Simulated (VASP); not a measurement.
# As in VASP: notebook

Runs on As. Level: PBE+D3(BJ). Tasks: single point.

Everything below comes from runs of VASP 6.6.1. Logs are shortened: lines on timing, memory, paths and dates and some standing lists are left out, and cuts for length are marked.

## Step 1: The cell of the first run

The cell holds a slab with vacuum, 2 atoms: a = 3.406 Å, b = 3.406 Å, c = 28.574 Å, α = 90.00°, β = 90.00°, γ = 120.00°.

## Step 2: Single point, PBE+D3(BJ)

The input, INCAR:

```
PREC = Accurate
ENCUT = 400
EDIFF = 1E-6
ISMEAR = 0
SIGMA = 0.02
LREAL = F
LASPH = T
NELM = 120
ALGO = Normal
ISIF = 2
LWAVE = F
LCHARG = F
LDIPOL = T
IDIPOL = 3
DIPOL = 0.5 0.5 0.500
GGA = PE
IVDW = 12
NBANDS = 22
GGA_COMPAT = F
NELMDL = -8
```

The input, KPOINTS:

```
regular mesh
0
Gamma
  9 9 1
```

The input, POSCAR:

```
As
1.0
    3.4060000000      0.0000000000      0.0000000000
   -1.7030000000      2.9496825253      0.0000000000
    0.0000000000      0.0000000000     28.5742413766
As
2
Direct
    0.3333333333      0.6666666667      0.4738050788
    0.6666666667      0.3333333333      0.5261949212
```

Potentials or basis: VASP PAW PBE potentials, release 64 (As_d).

Started as:

```sh
$ cat potpaw_PBE.64/As_d/POTCAR > POTCAR
$ mpirun -np 1 vasp_std > vasp.out
```

OUTCAR:

```text
PREC = Accurate
   ENCUT = 400
   EDIFF = 1E-6
   ISMEAR = 0
   LREAL = F
   LASPH = T
   NELM = 120
   ISIF = 2
   GGA = PE
   IVDW = 12
   NELMDL = -8
 IVDW          = 12

 ion  position               nearest neighbor table
   1  0.333  0.667  0.474-   2 2.47   2 2.47   2 2.47
   2  0.667  0.333  0.526-   1 2.47   1 2.47   1 2.47

  LATTYP: Found a hexagonal cell.
 ALAT       =     3.4060000000
 C/A-ratio  =     8.3893838452

  Lattice vectors:

 A1 = (   3.4060000000,   0.0000000000,   0.0000000000)
 A2 = (  -1.7030000000,   2.9496825253,   0.0000000000)
 A3 = (   0.0000000000,   0.0000000000,  28.5742413766)

Analysis of symmetry for initial positions (statically):
=====================================================================
 Subroutine PRICEL returns:
 Original cell was already a primitive cell.

 Routine SETGRP: Setting up the symmetry group for a
 hexagonal supercell.

 Subroutine GETGRP returns: Found 12 space group operations
 (whereof 12 operations were pure point group operations)
 out of a pool of 24 trial point group operations.

The static configuration has the point symmetry D_3d.

Analysis of symmetry for dynamics (positions and initial velocities):
=====================================================================
 Subroutine PRICEL returns:
 Original cell was already a primitive cell.

 Routine SETGRP: Setting up the symmetry group for a
 hexagonal supercell.

 Subroutine GETGRP returns: Found 12 space group operations
 (whereof 12 operations were pure point group operations)
 out of a pool of 24 trial point group operations.

The dynamic configuration has the point symmetry D_3d.

 Subroutine INISYM returns: Found 12 space group operations
 (whereof 12 operations are pure point group operations),
 and found     1 'primitive' translations

----------------------------------------------------------------------------------------

                                     Primitive cell

  volume of cell :     287.0745

  direct lattice vectors                    reciprocal lattice vectors
     3.406000000  0.000000000  0.000000000     0.293599530  0.169509768  0.000000000
    -1.703000000  2.949682525  0.000000000     0.000000000  0.339019536  0.000000000
     0.000000000  0.000000000 28.574241377     0.000000000  0.000000000  0.034996555

  length of vectors
     3.406000000  3.406000000 28.574241377     0.339019536  0.339019536  0.034996555

  position of ions in fractional coordinates (direct lattice)
     0.333333333  0.666666667  0.473805079
     0.666666667  0.333333333  0.526194921

  ion indices of the primitive-cell ions
   primitive index   ion index
                 1           1
                 2           2

----------------------------------------------------------------------------------------

 KPOINTS: regular mesh

Automatic generation of k-mesh.
 Grid dimensions read from file:
 generate k-points for:    9    9    1

 Generating k-lattice:

  Cartesian coordinates                     Fractional coordinates (reciprocal lattice)
     0.032622170  0.018834419  0.000000000     0.111111111  0.000000000  0.000000000
     0.000000000  0.037668837  0.000000000     0.000000000  0.111111111  0.000000000
     0.000000000  0.000000000  0.034996555     0.000000000  0.000000000  1.000000000

  Length of vectors
     0.037668837  0.037668837  0.034996555

  Shift w.r.t. Gamma in fractional coordinates (k-lattice)
     0.000000000  0.000000000  0.000000000

 Subroutine IBZKPT returns following result:
 ===========================================

 Found     12 irreducible k-points:

 Following reciprocal coordinates:
            Coordinates               Weight
  0.000000  0.000000  0.000000      1.000000
  0.111111 -0.000000  0.000000      6.000000
  0.222222  0.000000  0.000000      6.000000
  0.333333 -0.000000  0.000000      6.000000
  0.444444  0.000000  0.000000      6.000000
  0.111111  0.111111  0.000000      6.000000
  0.222222  0.111111  0.000000     12.000000
  0.333333  0.111111  0.000000     12.000000
  0.444444  0.111111  0.000000      6.000000
  0.222222  0.222222  0.000000      6.000000
  0.333333  0.222222  0.000000     12.000000
  0.333333  0.333333  0.000000      2.000000
   k-points           NKPTS =     12   k-points in BZ     NKDIM =     12   number of bands    NBANDS=     22
   number of dos      NEDOS =    301   number of ions     NIONS =      2
   total plane-waves  NPLWV = 110592
   dimension x,y,z NGX =    24 NGY =   24 NGZ =  192
   dimension x,y,z NGXF=    48 NGYF=   48 NGZF=  384
   ions per type =               2
   NGX,Y,Z   is equivalent  to a cutoff of  11.71, 11.71, 11.17 a.u.
   NGXF,Y,Z  is equivalent  to a cutoff of  23.43, 23.43, 22.34 a.u.
 SYSTEM =  unknown system
   PREC   = accura    normal or accurate (medium, high low for compatibility)
   ISTART =      0    job   : 0-new  1-cont  2-samecut
   ICHARG =      2    charge: 1-file 2-atom 10-const
   ISPIN  =      1    spin polarized calculation?
   LNONCOLLINEAR =      F non collinear calculations
   LSORBIT =      F    spin-orbit coupling
   LASPH  =      T    aspherical Exc in radial PAW
   ENCUT  =  400.0 eV  29.40 Ry    5.42 a.u.   5.55  5.55 46.60*2*pi/ulx,y,z
   NELM   =    120;   NELMIN=  2; NELMDL= -8     # of ELM steps
   EDIFF  = 0.1E-05   stopping-criterion for ELM
   LREAL  =      F    real-space projection
   EDIFFG = 0.1E-04   stopping-criterion for IOM
   NSW    =      0    number of steps for IOM
   IBRION =     -1    ionic relax: 0-MD 1-quasi-New 2-CG
   NFREE  =      0    steps in history (QN), initial steepest desc. (CG)
   ISIF   =      2    stress and relaxation
   ISYM   =      2    0-nonsym 1-usesym 2-fastsym
   POTIM  = 0.5000    time-step for ionic-motion
   TEBEG  =    0.0;   TEEND  =   0.0 temperature during run
   PSTRESS=    0.0 pullay stress
   NELECT =      30.0000    total number of electrons
   NUPDOWN=      -1.0000    fix difference up-down
   EMIN   =  10.00;   EMAX   =-10.00  energy-range for DOS
   EFERMI =   0.00;   METHOD = LEGACY
   ISMEAR =     0;   SIGMA  =   0.02  broadening in eV -4-tet -1-fermi 0-gaus
   EFERMI_NEDOS =   21; number of points for ismear=-14 and -15
   IALGO  =     38    algorithm
   IMIX   =      4    mixing-type and parameters
     AMIX     =   0.40;   BMIX     =  1.00
     AMIX_MAG =   1.60;   BMIX_MAG =  1.00
  volume/ion in A,a.u.               =     143.54       968.64
  Fermi-wavevector in a.u.,A,eV,Ry     =   0.771111  1.457189  8.090195  0.594613
  Thomas-Fermi vector in A             =   1.872459
   LORBIT       =      0    0 simple, 1 ext, 2 COOP (PROOUT), +10 PAW based schemes
   GGA     = PE    functional components
   LHFCALC =     F    Hartree Fock is set to
   AEXX    =    0.0000 exact exchange contribution
   IVDW    =    12    specifies the selected vdW correction
   LEPSILON=     F    determine dielectric tensor
   LRPA    =     F    only Hartree local field effects (RPA)
 non-spin polarized calculation
 Gauss-broadening in eV      SIGMA  =   0.02
  energy-cutoff  :      400.00
  volume of cell :      287.07
 maximum number of plane-waves:      5281
 NGX is ok and might be reduce to    24
   NGX = 11   NGY = 11   NGZ = 93

 dipolmoment           0.000000      0.000000     -0.000000 electrons x Angstroem

 number of electron      30.0000063 magnetization

 dipolmoment           0.000000      0.000000      0.000000 electrons x Angstroem

 Free energy of the ion-electron system (eV)
  ---------------------------------------------------
  ext. energy  EPLUGINS =         0.00000000
  ---------------------------------------------------
  free energy    TOTEN  =        -9.18738283 eV

  energy without entropy =       -9.18738283  energy(sigma->0) =       -9.18738283

 E-fermi :  -2.9708     XC(G=0):  -2.0727

 val. band max:       -3.0694151903   @ k =   0.0000   0.0000   0.0000
 cond. band min:      -2.5379737483   @ k =   0.3333   0.3333   0.0000
 fundamental gap:      0.5314414420
 Fermi energy:        -2.9708036384

 k-point     1 :       0.0000    0.0000    0.0000
  band No.  band energies     occupation
      1     -39.0518      2.00000
      2     -39.0518      2.00000
      3     -39.0062      2.00000
      4     -39.0062      2.00000
      5     -38.9742      2.00000
      6     -38.9328      2.00000
[... 14 lines left out ...]
     21       1.2696      0.00000
     22       1.4925      0.00000

 k-point     2 :       0.1111   -0.0000    0.0000
  band No.  band energies     occupation
      1     -39.0510      2.00000
      2     -39.0479      2.00000
      3     -39.0059      2.00000
      4     -39.0033      2.00000
      5     -38.9723      2.00000
      6     -38.9346      2.00000
[... 14 lines left out ...]
     21       1.4896      0.00000
     22       1.7797      0.00000

 k-point     3 :       0.2222    0.0000    0.0000
  band No.  band energies     occupation
      1     -39.0488      2.00000
      2     -39.0370      2.00000
      3     -39.0049      2.00000
      4     -38.9951      2.00000
      5     -38.9666      2.00000
      6     -38.9398      2.00000
[... 14 lines left out ...]
     21       2.1361      0.00000
     22       2.3221      0.00000
[... 176 lines left out ...]
 k-point    11 :       0.3333    0.2222    0.0000
  band No.  band energies     occupation
      1     -39.0448      2.00000
      2     -39.0029      2.00000
      3     -38.9894      2.00000
      4     -38.9730      2.00000
      5     -38.9680      2.00000
      6     -38.9516      2.00000
[... 14 lines left out ...]
     21       4.7123      0.00000
     22       5.1803      0.00000

 k-point    12 :       0.3333    0.3333    0.0000
  band No.  band energies     occupation
      1     -39.0447      2.00000
      2     -38.9885      2.00000
      3     -38.9885      2.00000
      4     -38.9873      2.00000
      5     -38.9538      2.00000
      6     -38.9538      2.00000
[... 14 lines left out ...]
     21       5.7083      0.00000
     22       6.1672      0.00000

------------------------ aborting loop because EDIFF is reached ----------------------------------------

 vacuum level on the upper side and lower side of the slab       (xc-potential included)        -0.004        -0.004

 Edisp (eV)   -0.46329

 E8    (eV) :    -0.2095

  FORCE on cell =-STRESS in cart. coord.  units (eV):
  Direction    XX          YY          ZZ          XY          YZ          ZX
  --------------------------------------------------------------------------------------
  -------------------------------------------------------------------------------------
  Total       1.91488     1.91488    -1.14974     0.00000     0.00000    -0.00000
  in kB      10.68707    10.68707    -6.41677     0.00000     0.00000    -0.00000
  external pressure =        4.99 kB  Pullay stress =        0.00 kB

 VOLUME and BASIS-vectors are now :
 -----------------------------------------------------------------------------
  energy-cutoff  :      400.00
  volume of cell :      287.07
      direct lattice vectors                 reciprocal lattice vectors
     3.406000000  0.000000000  0.000000000     0.293599530  0.169509768  0.000000000
    -1.703000000  2.949682525  0.000000000     0.000000000  0.339019536  0.000000000
     0.000000000  0.000000000 28.574241377     0.000000000  0.000000000  0.034996555

 POSITION                                       TOTAL-FORCE (eV/Angst)
 -----------------------------------------------------------------------------------
     -0.00000      1.96646     13.53862         0.000000      0.000000      0.719063
      1.70300      0.98323     15.03562        -0.000000     -0.000000     -0.719063
 -----------------------------------------------------------------------------------
    total drift:                                0.000000      0.000000      0.000000

  FREE ENERGIE OF THE ION-ELECTRON SYSTEM (eV)
  ---------------------------------------------------
  free  energy   TOTEN  =        -9.6506738248 eV

  energy  without entropy=       -9.6506738248  energy(sigma->0) =       -9.65067382

 vacuum level on the upper side and lower side of the slab         1.181         1.181
```

Run time: 76 s. Hardware: 1 thread of Intel Xeon Platinum 8259CL at 2.50GHz (Skylake/Cascade Lake), shared host; peak memory 0.32 GiB.

Results:

* Free energy: -9.6507 eV
* Largest force: 0.719 eV/Å
* Dispersion energy per atom: -0.232 eV

Forces on the atoms (eV/Å):
```
As   0.000  0.000  0.719
As   0.000  0.000 -0.719
```

## Step 3: Single point, PBE+D3(BJ)

This run uses another cell than the first one.

The input, INCAR:

```
SYSTEM = As
  PREC = Accurate
  ENCUT = 400
  EDIFF = 1E-6
  ISMEAR = 0
  SIGMA = 0.02
  LREAL = .False.
  LASPH = .True.
  NELM = 120
  ALGO = Normal
  ISIF = 2
  LWAVE = .False.
  LCHARG = .False.
  LDIPOL = .True.
  IDIPOL = 3
  DIPOL = 0.5 0.5 0.500
  GGA = PE
  IVDW = 12
  NBANDS = 22
  GGA_COMPAT = .False.
  NELMDL = -8
```

The input, KPOINTS:

```
regular mesh
0
Gamma
  9 9 1
  0 0 0
```

The input, POSCAR:

```
As
1.0
    3.3480000000      0.0000000000      0.0000000000
   -1.6740000000      2.8994530519      0.0000000000
    0.0000000000      0.0000000000     28.5742413766
As
2
Direct
    0.3333333333      0.6666666667      0.4685555956
    0.6666666667      0.3333333333      0.5314444044
```

Potentials or basis: VASP PAW PBE potentials, release 64 (As_d).

Started as:

```sh
$ cat potpaw_PBE.64/As_d/POTCAR > POTCAR
$ mpirun -np 1 vasp_std > vasp.out
```

Run time: 52 s. Hardware: 1 thread of Intel Xeon 6975P-C (Granite Rapids), shared host; peak memory 0.32 GiB.

It converged, with:

| Quantity | Value |
| --- | --- |
| Free energy | -9.0691 eV |
| Largest force | 2.602 eV/Å |
| Band gap on the k mesh | zero (bands 15 and 16 overlap by 1.55 eV) |
| Dispersion energy per atom | -0.234 eV |

Forces on the atoms (eV/Å):
```
As   0.000  0.000  2.602
As   0.000  0.000 -2.602
```

Levels at points of the mesh, in eV from the Fermi level:
```csv
k point,band 12,band 13,band 14,band 15,band 16,band 17,band 18,band 19
"(0.00, 0.00, 0.00)",-9.73,-3.18,1.05,1.05,1.81,3.41,3.41,3.55
```

The gap in the log of VASP goes by the Fermi energy; the results here count the filled bands.